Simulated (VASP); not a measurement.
A run of VASP 6.6.1:

File INCAR:

```
PREC = Accurate
ENCUT = 500
EDIFF = 1E-6
ISMEAR = 0
SIGMA = 0.2
LREAL = F
LASPH = T
NELM = 120
ALGO = Normal
ISIF = 2
LWAVE = F
LCHARG = F
GGA = PE
NBANDS = 19
GGA_COMPAT = F
```

The input KPOINTS:

```
regular mesh
0
Gamma
  6 6 6
```

The input POSCAR:

```
GePt
1.0
    0.0000000000      2.8097333346      2.8097333346
    2.8097333346      0.0000000000      2.8097333346
    2.8097333346      2.8097333346      0.0000000000
Ge Pt
1 1
Direct
    0.0000000000      0.0000000000      0.0000000000
    0.7500000000      0.7500000000      0.7500000000
```

Potentials or basis: VASP PAW PBE potentials, release 64 (Ge_d, Pt).

The run is started by

```bash
$ cat potpaw_PBE.64/Ge_d/POTCAR potpaw_PBE.64/Pt/POTCAR > POTCAR
$ mpirun -np 1 vasp_std > vasp.out
```

Hardware: 1 thread of Intel Xeon 6975P-C, on a shared host.

Question: Estimate the wall time of this run.

Answer: Run time: 11 s on 1 thread of Intel Xeon 6975P-C, with other jobs on the host, peak memory 0.17 GiB. Counts: scf iterations 12, k points 16.
